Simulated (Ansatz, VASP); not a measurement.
One calculation of V, two programs

```
CELL_PARAMETERS angstrom
2.99718 0.00000 0.00000
0.00000 2.99718 0.00000
0.00000 0.00000 3.17701
ATOMIC_POSITIONS crystal
V 0.00000 0.00000 0.00000
V 0.50000 0.50000 0.50000
```

Change from the starting cell: strain along c alone, the other axes held, atoms relaxed: +6.0 %.

Alike in both runs: task single point; functional PBE; k mesh 18 × 18 × 18; occupations gaussian, width 0.1 eV; no spin polarisation.

```csv
,VASP,Ansatz
version,VASP 6.6.1,Ansatz 0.2.0
potentials or method,"VASP PAW PBE potentials, release 64 (V_sv), cutoff 520 eV","scalar-relativistic, plane waves, PAW"
valence electrons in the cell,26,26
```

|  | VASP | Ansatz | Ansatz less VASP |
| --- | --- | --- | --- |
| gap on the k mesh at the Fermi level (eV) | none | none | - |
| pressure (GPa) | -9.1 | -9.3 | -0.24 |
| traceless stress, the component that is largest in VASP (GPa) | -4.22 | -4.23 | -0.010 |

A gap of «none» marks a metal or a gap that the smearing closes.
